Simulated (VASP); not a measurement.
# Cs8Sn8HI24 (a cell with a defect) in VASP: single point with PBEsol

Aim: the single point of Cs8Sn8HI24 (a cell with a defect) with PBEsol.

All numbers are computed with VASP 6.6.1; they aren't measurements. Logs are shortened: lines on timing, memory, paths and dates and some standing lists are left out, and cuts for length are marked.

## (1) The cell of the first run

The cell holds a defect, 41 atoms: a = 12.314 Å, b = 12.314 Å, c = 12.314 Å, α = 90.00°, β = 90.00°, γ = 90.00°.

## (2) Single point, PBEsol, collinear spin

INCAR reads:

```
SYSTEM = Cs8Sn8HI24
  PREC = Accurate
  ENCUT = 520
  EDIFF = 1E-7
  ISMEAR = -1
  SIGMA = 0.05
  LREAL = Auto
  LASPH = .TRUE.
  NELM = 150
  ALGO = Normal
  ISIF = 2
  LWAVE = .FALSE.
  LCHARG = .TRUE.
  ISPIN = 2
  MAGMOM = 0 0.111 0 0.111 0 0 0 0 0.111 0.111 0 0 0 0 0 0 0 0 0 0 0.111 0 0 0.111 0.111 0 0 0 0 0 0 0 0 0 0 0 0 0 0 0.111 0.111
  LORBIT = 11
  GGA = PS
  LELF = .TRUE.
  LVHAR = .TRUE.
  NBANDS = 206
  ISYM = 0
  LUSENCCL = .FALSE.
```

KPOINTS reads:

```
Automatic mesh
0
Gamma
  1 1 1
  0.25 0.25 0.25
```

POSCAR reads:

```
Cs8Sn8HI24
1.0
   12.3144620000      0.0000000000      0.0000000000
    0.0000000000     12.3144620000      0.0000000000
    0.0000000000      0.0000000000     12.3144620000
Cs Sn I H
8 8 24 1
Direct
    0.0049960000      0.9875450000      0.9929750000
    0.9679320000      0.9741440000      0.4966970000
    0.0402270000      0.4990730000      0.9902000000
    0.0018390000      0.5223220000      0.5052030000
    0.4830620000      0.0006870000      0.0152540000
    0.5140120000      0.9909070000      0.5002090000
    0.5136460000      0.5146270000      0.0084240000
    0.5361670000      0.4934320000      0.4999190000
    0.2361680000      0.2523910000      0.2413660000
    0.2527870000      0.2482440000      0.7551120000
    0.2425430000      0.7515420000      0.2478120000
    0.2485740000      0.7497020000      0.7452910000
    0.7412670000      0.2502600000      0.2449110000
    0.7506730000      0.2499910000      0.7496930000
    0.7427130000      0.7499570000      0.2452200000
    0.7455280000      0.7495320000      0.7496030000
    0.2997120000      0.2810700000      0.0046780000
    0.2641250000      0.7327450000      0.9964210000
    0.2228160000      0.7765700000      0.4967210000
    0.6925790000      0.2399960000      0.9979640000
    0.7781410000      0.2654060000      0.4975060000
    0.7218350000      0.7685330000      0.9971090000
    0.7563090000      0.7369670000      0.4970600000
    0.9902180000      0.2488660000      0.1756450000
    0.0014570000      0.2455890000      0.7933140000
    0.9921270000      0.7498190000      0.2280480000
    0.9960140000      0.7514850000      0.7618760000
    0.4907180000      0.2455620000      0.2963880000
    0.4984960000      0.2479080000      0.7029540000
    0.4923320000      0.7495740000      0.2651090000
    0.4965380000      0.7427390000      0.7236040000
    0.2405030000      0.0018600000      0.2247550000
    0.2554530000      0.0008920000      0.7784270000
    0.2350950000      0.5022820000      0.2665100000
    0.2406940000      0.4982720000      0.7269070000
    0.7425900000      0.9999270000      0.2620650000
    0.7471320000      0.9995020000      0.7349090000
    0.7402500000      0.5005230000      0.2382610000
    0.7491930000      0.4998310000      0.7615020000
    0.1245710000      0.2362840000      0.4652770000
    0.2199310000      0.2358920000      0.6069080000
```

Potentials or basis: VASP PAW PBE potentials, release 64 (Cs_sv, Sn_d, I, H).

Launch:

```sh
$ cat potpaw_PBE.64/Cs_sv/POTCAR potpaw_PBE.64/Sn_d/POTCAR potpaw_PBE.64/I/POTCAR potpaw_PBE.64/H/POTCAR > POTCAR
$ mpirun -np 1 vasp_std > vasp.out
```

OUTCAR:

```text
SYSTEM = Cs8Sn8HI24
   PREC = Accurate
   ENCUT = 520
   EDIFF = 1E-7
   ISMEAR = -1
   LREAL = Auto
   LASPH = .TRUE.
   NELM = 150
   ISIF = 2
   ISPIN = 2
   LORBIT = 11
   GGA = PS
   ISYM = 0

 ion  position               nearest neighbor table
   1  0.005  0.988  0.993-
   2  0.968  0.974  0.497-
   3  0.040  0.499  0.990-
   4  0.002  0.522  0.505-
   5  0.483  0.001  0.015-
   6  0.514  0.991  0.500-
   7  0.514  0.515  0.008-
   8  0.536  0.493  0.500-
   9  0.236  0.252  0.241-  17 3.04  40 3.09  32 3.09  34 3.09  24 3.14  28 3.21
  10  0.253  0.248  0.755-  41 1.88  33 3.06  29 3.09  35 3.10  25 3.13  17 3.15
  11  0.243  0.752  0.248-  34 3.08  30 3.08  19 3.09  26 3.09  32 3.10  18 3.12
  12  0.249  0.750  0.745-  31 3.07  19 3.10  18 3.11  35 3.11  27 3.12  33 3.12
  13  0.741  0.250  0.245-  38 3.08  36 3.09  20 3.10  21 3.15  28 3.15  24 3.18
  14  0.751  0.250  0.750-  39 3.08  37 3.09  21 3.13  25 3.14  20 3.14  29 3.16
  15  0.743  0.750  0.245-  38 3.07  22 3.07  26 3.08  36 3.09  30 3.09  23 3.11
  16  0.746  0.750  0.750-  22 3.07  39 3.08  37 3.08  31 3.08  27 3.09  23 3.12
  17  0.300  0.281  0.005-   9 3.04  10 3.15
  18  0.264  0.733  0.996-  12 3.11  11 3.12
  19  0.223  0.777  0.497-  11 3.09  12 3.10
  20  0.693  0.240  0.998-  13 3.10  14 3.14
  21  0.778  0.265  0.498-  14 3.13  13 3.15
  22  0.722  0.769  0.997-  16 3.07  15 3.07
[... 17 lines left out ...]
  40  0.125  0.236  0.465-  41 2.10   9 3.09
  41  0.220  0.236  0.607-  10 1.88  40 2.10

IMPORTANT INFORMATION: All symmetrisations will be switched off!
NOSYMM: (Re-)initialisation of all symmetry stuff for point group C_1.

----------------------------------------------------------------------------------------

                                     Primitive cell

  volume of cell :    1867.4386

  direct lattice vectors                    reciprocal lattice vectors
    12.314462000  0.000000000  0.000000000     0.081205334  0.000000000  0.000000000
     0.000000000 12.314462000  0.000000000     0.000000000  0.081205334  0.000000000
     0.000000000  0.000000000 12.314462000     0.000000000  0.000000000  0.081205334

  length of vectors
    12.314462000 12.314462000 12.314462000     0.081205334  0.081205334  0.081205334

  position of ions in fractional coordinates (direct lattice)
     0.004996000  0.987545000  0.992975000
     0.967932000  0.974144000  0.496697000
     0.040227000  0.499073000  0.990200000
     0.001839000  0.522322000  0.505203000
     0.483062000  0.000687000  0.015254000
     0.514012000  0.990907000  0.500209000
[... 33 lines left out ...]
     0.124571000  0.236284000  0.465277000
     0.219931000  0.235892000  0.606908000

  ion indices of the primitive-cell ions
   primitive index   ion index
                 1           1
                 2           2
                 3           3
                 4           4
                 5           5
                 6           6
[... 33 lines left out ...]
                40          40
                41          41

----------------------------------------------------------------------------------------

 KPOINTS: Automatic mesh

Automatic generation of k-mesh.
 Grid dimensions read from file:
 generate k-points for:    1    1    1

 Generating k-lattice:

  Cartesian coordinates                     Fractional coordinates (reciprocal lattice)
     0.081205334  0.000000000  0.000000000     1.000000000  0.000000000  0.000000000
     0.000000000  0.081205334  0.000000000     0.000000000  1.000000000  0.000000000
     0.000000000  0.000000000  0.081205334     0.000000000  0.000000000  1.000000000

  Length of vectors
     0.081205334  0.081205334  0.081205334

  Shift w.r.t. Gamma in fractional coordinates (k-lattice)
     0.250000000  0.250000000  0.250000000

 Subroutine IBZKPT returns following result:
 ===========================================

 Found      4 irreducible k-points:

 Following reciprocal coordinates:
            Coordinates               Weight
  0.250000  0.250000  0.250000      2.000000
 -0.250000  0.250000  0.250000      2.000000
 -0.250000 -0.250000  0.250000      2.000000
  0.250000 -0.250000  0.250000      2.000000
   k-points           NKPTS =      4   k-points in BZ     NKDIM =      4   number of bands    NBANDS=    206
   number of dos      NEDOS =    301   number of ions     NIONS =     41
   total plane-waves  NPLWV = 884736
   dimension x,y,z NGX =    96 NGY =   96 NGZ =   96
   dimension x,y,z NGXF=   192 NGYF=  192 NGZF=  192
   ions per type =               8   8  24   1
   NGX,Y,Z   is equivalent  to a cutoff of  12.96, 12.96, 12.96 a.u.
   NGXF,Y,Z  is equivalent  to a cutoff of  25.92, 25.92, 25.92 a.u.
 SYSTEM =  Cs8Sn8HI24
   PREC   = accura    normal or accurate (medium, high low for compatibility)
   ISTART =      0    job   : 0-new  1-cont  2-samecut
   ICHARG =      2    charge: 1-file 2-atom 10-const
   ISPIN  =      2    spin polarized calculation?
   LNONCOLLINEAR =      F non collinear calculations
   LSORBIT =      F    spin-orbit coupling
   LASPH  =      T    aspherical Exc in radial PAW
   ENCUT  =  520.0 eV  38.22 Ry    6.18 a.u.  22.90 22.90 22.90*2*pi/ulx,y,z
   NELM   =    150;   NELMIN=  2; NELMDL= -5     # of ELM steps
   EDIFF  = 0.1E-06   stopping-criterion for ELM
   LREAL  =      T    real-space projection
   EDIFFG = 0.1E-05   stopping-criterion for IOM
   NSW    =      0    number of steps for IOM
   IBRION =     -1    ionic relax: 0-MD 1-quasi-New 2-CG
   NFREE  =      0    steps in history (QN), initial steepest desc. (CG)
   ISIF   =      2    stress and relaxation
   ISYM   =      0    0-nonsym 1-usesym 2-fastsym
   POTIM  = 0.5000    time-step for ionic-motion
   TEBEG  =    0.0;   TEEND  =   0.0 temperature during run
   PSTRESS=    0.0 pullay stress
   NELECT =     353.0000    total number of electrons
   NUPDOWN=      -1.0000    fix difference up-down
   EMIN   =  10.00;   EMAX   =-10.00  energy-range for DOS
   EFERMI =   0.00;   METHOD = LEGACY
   ISMEAR =    -1;   SIGMA  =   0.05  broadening in eV -4-tet -1-fermi 0-gaus
   EFERMI_NEDOS =   21; number of points for ismear=-14 and -15
   IALGO  =     38    algorithm
   IMIX   =      4    mixing-type and parameters
     AMIX     =   0.40;   BMIX     =  1.00
     AMIX_MAG =   1.60;   BMIX_MAG =  1.00
  volume/ion in A,a.u.               =      45.55       307.37
  Fermi-wavevector in a.u.,A,eV,Ry     =   0.939545  1.775483 12.010474  0.882745
  Thomas-Fermi vector in A             =   2.066868
   LORBIT       =     11    0 simple, 1 ext, 2 COOP (PROOUT), +10 PAW based schemes
   GGA     = PS    functional components
   LHFCALC =     F    Hartree Fock is set to
   AEXX    =    0.0000 exact exchange contribution
   IVDW    =     0    specifies the selected vdW correction
   LEPSILON=     F    determine dielectric tensor
   LRPA    =     F    only Hartree local field effects (RPA)
 spin polarized calculation
  energy-cutoff  :      520.00
  volume of cell :     1867.44
 maximum number of plane-waves:     50327
 NGX is ok and might be reduce to    96
   NGX = 45   NGY = 45   NGZ = 45

 number of electron     353.0000004 magnetization       0.9174393

 Free energy of the ion-electron system (eV)
  ---------------------------------------------------
  ext. energy  EPLUGINS =         0.00000000
  ---------------------------------------------------
  free energy    TOTEN  =      -123.11140705 eV

  energy without entropy =     -123.09421430  energy(sigma->0) =     -123.10281067

 E-fermi :   2.8617     XC(G=0):  -7.7921

 val. band max:        2.7113172160   @ k =  -0.2500  -0.2500   0.2500
 cond. band min:       3.0100548409   @ k =   0.2500  -0.2500   0.2500
 fundamental gap:      0.2987376250
 Fermi energy:         2.8616845053

 spin component 1

 k-point     1 :       0.2500    0.2500    0.2500
  band No.  band energies     occupation
      1     -19.2481      1.00000
      2     -19.1834      1.00000
      3     -19.1771      1.00000
      4     -19.1706      1.00000
      5     -19.1647      1.00000
      6     -19.1633      1.00000
[... 753 lines left out ...]
    187       4.4631      0.00000
    188       4.4964      0.00000
 Fermi energy:         2.8616845053

 spin component 2

 k-point     1 :       0.2500    0.2500    0.2500
  band No.  band energies     occupation
      1     -19.2481      1.00000
      2     -19.1833      1.00000
      3     -19.1771      1.00000
      4     -19.1705      1.00000
      5     -19.1646      1.00000
      6     -19.1632      1.00000
[... 753 lines left out ...]
    187       4.4845      0.00000
    188       4.5213      0.00000
 [bands above 188 left out]

------------------------ aborting loop because EDIFF is reached ----------------------------------------

  FORCE on cell =-STRESS in cart. coord.  units (eV):
  Direction    XX          YY          ZZ          XY          YZ          ZX
  --------------------------------------------------------------------------------------
  -------------------------------------------------------------------------------------
  Total       -5.7394388     -3.3054713     -2.5710332      0.1715516     -0.0731991      0.6437624
  in kB       -4.9241773     -2.8359439     -2.2058294      0.1471835     -0.0628015      0.5523189
  external PRESSURE =      -3.3219836 kB  Pullay stress =       0.0000000 kB

 VOLUME and BASIS-vectors are now :
 -----------------------------------------------------------------------------
  energy-cutoff  :      520.00
  volume of cell :     1867.44
      direct lattice vectors                 reciprocal lattice vectors
    12.314462000  0.000000000  0.000000000     0.081205334  0.000000000  0.000000000
     0.000000000 12.314462000  0.000000000     0.000000000  0.081205334  0.000000000
     0.000000000  0.000000000 12.314462000     0.000000000  0.000000000  0.081205334

 POSITION                                       TOTAL-FORCE (eV/Angst)
 -----------------------------------------------------------------------------------
      0.06152     12.16109     12.22795        -0.016883     -0.001765     -0.001244
     11.91956     11.99606      6.11656         0.001243      0.002431      0.001676
      0.49537      6.14582     12.19378        -0.004546      0.000418     -0.004507
      0.02265      6.43211      6.22130        -0.009543      0.000113     -0.008945
      5.94865      0.00846      0.18784         0.001786     -0.000545      0.001961
      6.32978     12.20249      6.15980        -0.005421     -0.005020      0.003383
[... 33 lines left out ...]
      1.53402      2.90971      5.72964         0.005335     -0.002808     -0.006436
      2.70833      2.90488      7.47375         0.018468      0.001287      0.046271
 -----------------------------------------------------------------------------------
    total drift:                               -0.020168     -0.010650     -0.004638

  FREE ENERGIE OF THE ION-ELECTRON SYSTEM (eV)
  ---------------------------------------------------
  free  energy   TOTEN  =      -123.1114070513 eV

  energy  without entropy=     -123.0942142977  energy(sigma->0) =     -123.10281067

 total charge

# of ion       s       p       d       tot
------------------------------------------
    1        1.842   4.695   0.018   6.555
    2        1.842   4.694   0.021   6.558
    3        1.842   4.694   0.020   6.555
    4        1.842   4.695   0.019   6.555
    5        1.841   4.695   0.018   6.554
    6        1.841   4.695   0.017   6.554
[... 33 lines left out ...]
   40        1.517   2.746   0.018   4.281
   41        0.467   0.014   0.000   0.481
--------------------------------------------------
tot         62.461 109.456  80.381 252.297

 magnetization (x)

# of ion       s       p       d       tot
------------------------------------------
    1        0.000   0.000   0.000   0.000
    2       -0.000   0.000   0.000   0.000
    3        0.000   0.000   0.000   0.000
    4       -0.000   0.000   0.000   0.000
    5        0.000   0.000   0.000   0.000
    6        0.000   0.000   0.000   0.000
[... 33 lines left out ...]
   40        0.010   0.142   0.003   0.156
   41        0.077   0.002   0.000   0.079
--------------------------------------------------
tot          0.148   0.401   0.023   0.572
```

It took 7.4 min on 1 × NVIDIA H100 80GB with 1 thread of AMD EPYC 7R13 (Zen 3), shared host; peak memory 3.6 GiB.

Results:

| Quantity | Value |
| --- | --- |
| Free energy | -123.1114 eV |
| Pressure | -0.3 GPa |
| Largest force | 0.050 eV/Å |
| Band gap on the k mesh | 0.30 eV |
| Net moment | 0.92 μB per cell |
| Site moments | Cs +0.00; Sn +0.03, +0.18, +0.00, +0.01 (each value once); I +0.07, +0.00, +0.02, -0.00, +0.01, +0.16 (each value once); H +0.08 μB |
| Valence electrons inside the program's atomic spheres | Cs 6.55, 6.56 (each value once); Sn 12.04, 12.13, 12.05, 12.02, 12.03, 12.06 (each value once); I 4.29, 4.30, 4.28 (each value once); H 0.48 |

Forces in eV/Å, atoms in the order of the input:
```
Cs  -0.017 -0.002 -0.001
Cs   0.001  0.002  0.002
Cs  -0.005  0.000 -0.005
Cs  -0.010  0.000 -0.009
Cs   0.002 -0.001  0.002
Cs  -0.005 -0.005  0.003
Cs   0.003  0.004 -0.017
Cs  -0.011  0.006 -0.003
Sn   0.008  0.006  0.008
Sn   0.000 -0.008 -0.040
Sn  -0.006 -0.001 -0.006
Sn  -0.009 -0.003  0.002
Sn  -0.013  0.005 -0.007
Sn  -0.015 -0.010 -0.012
Sn  -0.008  0.003  0.009
Sn  -0.002 -0.001 -0.012
I   -0.008 -0.002 -0.002
I    0.007 -0.010  0.007
I    0.003  0.001  0.006
I    0.010 -0.003 -0.017
I    0.023 -0.003  0.027
I    0.002  0.001  0.003
I    0.019  0.003  0.007
I   -0.014  0.005  0.000
I    0.010  0.001 -0.003
I   -0.007  0.007  0.003
I    0.012 -0.003  0.004
I    0.005 -0.002  0.000
I   -0.025  0.005  0.015
I    0.003  0.008  0.001
I   -0.011  0.004  0.010
I    0.002 -0.006 -0.008
I    0.008  0.002 -0.010
I    0.010  0.000  0.010
I    0.014 -0.010  0.005
I   -0.001  0.009 -0.005
I    0.001  0.002 -0.007
I    0.003 -0.011 -0.004
I    0.001  0.005  0.003
I    0.005 -0.003 -0.006
H    0.018  0.001  0.046
```

Levels at points of the mesh, in eV from the valence-band top:
Spin up:
```
           k point  band 175  band 176  band 177  band 178  band 179  band 180
(0.25, 0.25, 0.25)     -1.18     -0.99     -0.01      1.24      1.28      1.44
```
Spin down:
| k point | band 173 | band 174 | band 175 | band 176 | band 177 | band 178 | band 179 | band 180 |
| --- | --- | --- | --- | --- | --- | --- | --- | --- |
| (0.25, 0.25, 0.25) | -1.29 | -1.23 | -1.16 | -0.97 | 0.30 | 1.25 | 1.29 | 1.45 |

Caveat: the PAW data sets were made with another functional, which shifts forces and pressure a little; spin-orbit coupling is left out, which moves the levels of the heavy elements.
